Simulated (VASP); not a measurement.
A run of VASP 6.6.1 is set up as follows.

File INCAR:

```
SYSTEM = C10N
ALGO = Normal ; DIPOL = 0.5 0.5 0.322
EDIFF = 1E-6 ; ENCUT = 520
GGA = PE ; IDIPOL = 3
ISIF = 2 ; ISMEAR = 0
LASPH = .TRUE. ; LCHARG = .FALSE.
LDIPOL = .TRUE. ; LREAL = .FALSE.
LWAVE = .FALSE. ; NBANDS = 34
NELM = 60 ; PREC = Accurate
SIGMA = 0.1
```

File KPOINTS:

```
k-points
0
G
  7 3 1
  0 0 0
```

POSCAR

```
C10N
1.0
    4.2718357705      0.0000000000      0.0000000000
   -2.1359178852      8.6110540228      0.0000000000
    0.0000000000      0.0000000000     20.2788015587
C N
10 1
Direct
    0.1564123854      0.9794914374      0.1972503152
    0.8230790520      0.9794914374      0.1972503152
    0.6461581041      0.9589828748      0.2574344417
    0.3128247708      0.9589828748      0.2574344417
    0.1338042381      0.9383827998      0.3175270229
    0.8045779070      0.9383826011      0.3175270277
    0.6222260717      0.9176686260      0.3778997877
    0.2954419668      0.9176686383      0.3778996956
    0.0947392598      0.8987954532      0.4329047980
    0.8040521936      0.8987947219      0.4329053437
    0.8447392598      1.3987954532      0.3774598843
```

Potentials or basis: VASP PAW PBE potentials, release 64 (C, N).

Run with:

```console
$ cat potpaw_PBE.64/C/POTCAR potpaw_PBE.64/N/POTCAR > POTCAR
$ mpirun -np 1 vasp_std > vasp.out
```

Q: Estimate the band gap on the k mesh.

A: Zero (an odd number of electrons rules out a gap without spin polarisation).

Q: What does it give for the largest force?

A: 7.339 eV/Å.

Forces in eV/Å, atoms in the order of the input:
```
C   -7.230 -0.179  1.246
C    7.230 -0.179  1.246
C   -0.465  0.173 -1.204
C    0.466  0.174 -1.205
C   -0.082  0.006 -0.044
C    0.083  0.009 -0.047
C   -0.041  0.002  0.072
C    0.041 -0.005  0.068
C   -0.121  0.002 -0.061
C    0.121  0.006 -0.061
N   -0.001 -0.011 -0.008
```

Caveat: an odd number of electrons without spin polarisation forces a metal; a magnetic or distorted state may lie lower.
